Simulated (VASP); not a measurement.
InP:

```
CELL_PARAMETERS angstrom
0.00000 2.93488 2.95379
2.93488 0.00000 2.95379
2.93488 2.93488 0.00000
ATOMIC_POSITIONS crystal
In 0.00000 0.00000 0.00000
P 0.25000 0.25000 0.25000
```

This cell differs from its parent crystal: biaxial xy strain -0.6%.

Base run:

- Program: VASP 6.6.1
- Functional: r2SCAN
- Potentials or basis: VASP PAW PBE potentials, release 64 (In_d, P)
- Cutoff: 520 eV
- k mesh: 8 × 8 × 8
- Occupations: gaussian, width 0.01 eV
- Spin: no spin polarisation

Its results: band gap on the k mesh 1.09 eV; pressure 0.8 GPa.

**Question.** The run is repeated on the same cell with these changes: functional from r2SCAN to PBE; occupations from gaussian, width 0.01 eV to fermi-dirac, width 0.02 eV. What comes out?

**Answer.** Band gap on the k mesh 0.64 eV; pressure 2.5 GPa.

Caveats: spin-orbit coupling is left out, which moves the levels of the heavy elements; the PAW data sets were made with another functional, which shifts forces and pressure a little (at least some runs).

